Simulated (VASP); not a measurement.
# HC2 in VASP: notebook

The runs below take HC2 through single point, relaxation of the atoms, with PBEsol.

Everything below comes from runs of VASP 6.6.1. Logs are shortened: lines on timing, memory, paths and dates and some standing lists are left out, and cuts for length are marked.

**1. The cell of the first run**

The cell holds a slab with vacuum, 24 atoms: a = 5.049 Å, b = 5.049 Å, c = 16.776 Å, α = 90.00°, β = 90.00°, γ = 60.00°.

**2. Single point, PBEsol**

INCAR reads:

```
  ALGO = Normal
  EDIFF = 1E-6
  ENCUT = 520
  GGA = PS
  ISIF = 2
  ISMEAR = -1
  LASPH = T
  LCHARG = F
  LREAL = Auto
  LWAVE = F
  NBANDS = 54
  NELM = 100
  PREC = Accurate
  SIGMA = 0.02
```

KPOINTS reads:

```
k-points
0
Gamma
  3 3 1
```

POSCAR reads:

```
HC2
1.0
    5.0487420000      0.0000000000      0.0000000000
    2.5243710000      4.3723390000      0.0000000000
    0.0000000000      0.0000000000     16.7764260000
H C
8 16
Direct
    0.1666721879      0.1666613682      0.0596074516
    0.6666779319      0.1666613682      0.0596074516
    0.1666715721      0.6666683439      0.0596074516
    0.6666575092      0.6666683439      0.0596074516
    0.5224919542      0.0287489145      0.3398578458
    0.0037726681      0.4936488227      0.3410321126
    0.5364507376      0.4358307990      0.3372291572
   -0.0109161301      0.9870231928      0.3392915750
    0.1666721879      0.1666613682      0.1251756483
    0.6666779319      0.1666613682      0.1251756483
    0.1666715721      0.6666683439      0.1251756483
    0.6666575092      0.6666683439      0.1251756483
   -0.1666613682      0.3333227364      0.1558913680
    0.3333443758      0.3333227364      0.1558913680
   -0.1666619840      0.8333297121      0.1558913680
    0.3333437600      0.8333297121      0.1558913680
   -0.1464154021      0.3244030255      0.2518951295
    0.3437562757      0.3180448725      0.2455886611
   -0.1607476168      0.8155589034      0.2447601176
    0.3388240015      0.8235180301      0.2469834755
   -0.0106478939     -0.0098802952      0.2777409205
    0.5040399041     -0.0031562054      0.2754102691
    0.0076034205      0.5069826470      0.2773475113
    0.5169660496      0.4894176778      0.2731869112
```

Potentials or basis: VASP PAW PBE potentials, release 64 (H, C).

Launch:

```console
> cat potpaw_PBE.64/H/POTCAR potpaw_PBE.64/C/POTCAR > POTCAR
> mpirun -np 1 vasp_std > vasp.out
```

OUTCAR:

```text
EDIFF = 1E-6
   ENCUT = 520
   GGA = PS
   ISIF = 2
   ISMEAR = -1
   LASPH = T
   LREAL = Auto
   NELM = 100
   PREC = Accurate

 ion  position               nearest neighbor table
   1  0.167  0.167  0.060-   9 1.10
   2  0.667  0.167  0.060-  10 1.10
   3  0.167  0.667  0.060-  11 1.10
   4  0.667  0.667  0.060-  12 1.10
   5  0.522  0.029  0.340-  22 1.10
   6  0.004  0.494  0.341-  23 1.07
   7  0.536  0.436  0.337-  24 1.10
   8  0.989  0.987  0.339-  21 1.03
   9  0.167  0.167  0.125-   1 1.10  16 1.55  13 1.55  14 1.55
  10  0.667  0.167  0.125-   2 1.10  13 1.55  15 1.55  14 1.55
  11  0.167  0.667  0.125-   3 1.10  15 1.55  16 1.55  14 1.55
  12  0.667  0.667  0.125-   4 1.10  16 1.55  15 1.55  13 1.55
  13  0.833  0.333  0.156-  10 1.55   9 1.55  12 1.55  17 1.61
  14  0.333  0.333  0.156-  18 1.51  10 1.55   9 1.55  11 1.55
[... 8 lines left out ...]
  23  0.008  0.507  0.277-   6 1.07  19 1.46  17 1.53  18 1.57
  24  0.517  0.489  0.273-   7 1.10  17 1.51  20 1.53  18 1.58

  LATTYP: Found a hexagonal cell.
 ALAT       =     5.0487421480
 C/A-ratio  =     3.3228922192

  Lattice vectors:

 A1 = (  -2.5243710000,  -4.3723390000,   0.0000000000)
 A2 = (   5.0487420000,   0.0000000000,   0.0000000000)
 A3 = (   0.0000000000,   0.0000000000,  16.7764260000)

Analysis of symmetry for initial positions (statically):
=====================================================================
 Subroutine PRICEL returns:
 Original cell was already a primitive cell.

 Routine SETGRP: Setting up the symmetry group for a
 hexagonal supercell.

 Subroutine GETGRP returns: Found  1 space group operations
 (whereof  1 operations were pure point group operations)
 out of a pool of 24 trial point group operations.

The static configuration has the point symmetry C_1 .

Analysis of symmetry for dynamics (positions and initial velocities):
=====================================================================
 Subroutine PRICEL returns:
 Original cell was already a primitive cell.

 Routine SETGRP: Setting up the symmetry group for a
 hexagonal supercell.

 Subroutine GETGRP returns: Found  1 space group operations
 (whereof  1 operations were pure point group operations)
 out of a pool of 24 trial point group operations.

The dynamic configuration has the point symmetry C_1 .
[... 118 lines left out ...]
   LNONCOLLINEAR =      F non collinear calculations
   LSORBIT =      F    spin-orbit coupling
   LASPH  =      T    aspherical Exc in radial PAW
   ENCUT  =  520.0 eV  38.22 Ry    6.18 a.u.   9.39  9.39 31.19*2*pi/ulx,y,z
   NELM   =    100;   NELMIN=  2; NELMDL= -5     # of ELM steps
   EDIFF  = 0.1E-05   stopping-criterion for ELM
   LREAL  =      T    real-space projection
   EDIFFG = 0.1E-04   stopping-criterion for IOM
   NSW    =      0    number of steps for IOM
[... 5 lines left out ...]
   TEBEG  =    0.0;   TEEND  =   0.0 temperature during run
   PSTRESS=    0.0 pullay stress
   NELECT =      72.0000    total number of electrons
   NUPDOWN=      -1.0000    fix difference up-down
   EMIN   =  10.00;   EMAX   =-10.00  energy-range for DOS
   EFERMI =   0.00;   METHOD = LEGACY
   ISMEAR =    -1;   SIGMA  =   0.02  broadening in eV -4-tet -1-fermi 0-gaus
   EFERMI_NEDOS =   21; number of points for ismear=-14 and -15
   IALGO  =     38    algorithm
   IMIX   =      4    mixing-type and parameters
     AMIX     =   0.40;   BMIX     =  1.00
     AMIX_MAG =   1.60;   BMIX_MAG =  1.00
  volume/ion in A,a.u.               =      15.43       104.13
  Fermi-wavevector in a.u.,A,eV,Ry     =   0.948390  1.792197 12.237666  0.899443
  Thomas-Fermi vector in A             =   2.076574
   LORBIT       =      0    0 simple, 1 ext, 2 COOP (PROOUT), +10 PAW based schemes
   GGA     = PS    functional components
   LHFCALC =     F    Hartree Fock is set to
   AEXX    =    0.0000 exact exchange contribution
   IVDW    =     0    specifies the selected vdW correction
   LEPSILON=     F    determine dielectric tensor
   LRPA    =     F    only Hartree local field effects (RPA)
 non-spin polarized calculation
  energy-cutoff  :      520.00
  volume of cell :      370.34
 maximum number of plane-waves:      9984
 NGX is ok and might be reduce to    40
   NGX = 19   NGY = 19   NGZ = 63

 number of electron      72.0000000 magnetization

 Free energy of the ion-electron system (eV)
  ---------------------------------------------------
  ext. energy  EPLUGINS =         0.00000000
  ---------------------------------------------------
  free energy    TOTEN  =      -181.28212555 eV

  energy without entropy =     -181.28212555  energy(sigma->0) =     -181.28212555

 E-fermi :   0.2448     XC(G=0):  -4.8856

 val. band max:       -0.2343502049   @ k =   0.0000   0.0000   0.0000
 cond. band min:       2.5418488498   @ k =   0.0000   0.0000   0.0000
 fundamental gap:      2.7761990547
 Fermi energy:         0.2447650119

 k-point     1 :       0.0000    0.0000    0.0000
  band No.  band energies     occupation
      1     -20.3543      2.00000
      2     -17.6124      2.00000
      3     -15.3156      2.00000
      4     -15.0481      2.00000
      5     -14.8973      2.00000
      6     -14.1336      2.00000
[... 244 lines left out ...]
     47       6.9122      0.00000
     48       7.0064      0.00000
 [bands above 48 left out]

------------------------ aborting loop because EDIFF is reached ----------------------------------------

  FORCE on cell =-STRESS in cart. coord.  units (eV):
  Direction    XX          YY          ZZ          XY          YZ          ZX
  --------------------------------------------------------------------------------------
  -------------------------------------------------------------------------------------
  Total       -1.8868749     -0.9958311      8.5710800     -0.2256186      1.1524658     -1.2880952
  in kB       -8.1631400     -4.3082393     37.0808500     -0.9760880      4.9858841     -5.5726543
  external PRESSURE =       8.2031569 kB  Pullay stress =       0.0000000 kB

 VOLUME and BASIS-vectors are now :
 -----------------------------------------------------------------------------
  energy-cutoff  :      520.00
  volume of cell :      370.34
      direct lattice vectors                 reciprocal lattice vectors
     5.048742000  0.000000000  0.000000000     0.198069143 -0.114355268  0.000000000
     2.524371000  4.372339000  0.000000000     0.000000000  0.228710537  0.000000000
     0.000000000  0.000000000 16.776426000     0.000000000  0.000000000  0.059607452

 POSITION                                       TOTAL-FORCE (eV/Angst)
 -----------------------------------------------------------------------------------
      1.26220      0.72870      1.00000         0.029104     -0.066466     -0.379033
      3.78660      0.72870      1.00000         0.038140     -0.039747     -0.300785
      2.52440      2.91490      1.00000         0.014329     -0.028104     -0.309488
      5.04870      2.91490      1.00000        -0.024002     -0.031510     -0.340289
      2.71050      0.12570      5.70160        -0.642527     -0.639931      0.493373
      1.26520      2.15840      5.72130         0.432774      0.425760      1.432317
[... 16 lines left out ...]
      1.31820      2.21670      4.65290        -0.561574     -3.712828     -1.061319
      3.84550      2.13990      4.58310        -1.000761     -0.710881      0.898045
 -----------------------------------------------------------------------------------
    total drift:                                0.008924      0.003866     -0.087887

  FREE ENERGIE OF THE ION-ELECTRON SYSTEM (eV)
  ---------------------------------------------------
  free  energy   TOTEN  =      -181.2821255453 eV

  energy  without entropy=     -181.2821255453  energy(sigma->0) =     -181.28212555
```

stdout:

```text
POSCAR found type information on POSCAR H C
 POSCAR found :  2 types and      24 ions
 scaLAPACK will be used
 -----------------------------------------------------------------------------
|                                                                             |
|                                                                             |
|     You enforced a specific xc type in the INCAR file but a different       |
|     I HOPE YOU KNOW WHAT YOU ARE DOING!                                     |
|                                                                             |
 -----------------------------------------------------------------------------

 LDA part: xc-table for (Slater+PW92), standard interpolation
 POSCAR, INCAR and KPOINTS ok, starting setup
 FFT: planning ... GRIDC
 FFT: planning ... GRID_SOFT
 FFT: planning ... GRID
 WAVECAR not read
 entering main loop
```

Wall time 6.9 min (1 thread of Intel Xeon 8259CL, shared host); peak memory 0.48 GiB.

Results:

| Property | Result |
| --- | --- |
| Free energy | -181.2821 eV |
| Largest force | 4.485 eV/Å |
| Band gap on the k mesh | 2.78 eV |

Forces on the atoms (eV/Å):
```
H    0.029 -0.066 -0.379
H    0.038 -0.040 -0.301
H    0.014 -0.028 -0.309
H   -0.024 -0.032 -0.340
H   -0.643 -0.640  0.493
H    0.433  0.426  1.432
H   -0.211  1.126  0.905
H   -0.029 -0.283  2.890
C   -0.108  0.040  0.991
C    0.090  0.047  1.570
C    0.042 -0.048  1.165
C   -0.006 -0.143  1.184
C    0.875 -0.438 -0.349
C   -0.223 -0.398 -1.742
C   -0.030 -0.620 -2.044
C   -0.021 -0.086 -1.199
C   -2.129  0.317 -3.264
C    0.944  2.337  0.045
C    0.176  3.402  1.150
C   -0.470  0.635  1.806
C    3.179 -0.093 -3.162
C   -0.363 -0.990 -0.378
C   -0.562 -3.713 -1.061
C   -1.001 -0.711  0.898
```

Levels at points of the mesh, in eV from the valence-band top:
```
           k point  band 34  band 35  band 36  band 37  band 38  band 39
(0.00, 0.00, 0.00)    -1.55    -0.37     0.00     2.78     3.15     4.53
```

Caveat: the k points lie up to 0.48 Å⁻¹ apart; there is no dipole correction, which matters where the two faces differ; the PAW data sets were made with another functional, which shifts forces and pressure a little.

(Part 1 of 2 ends here.)
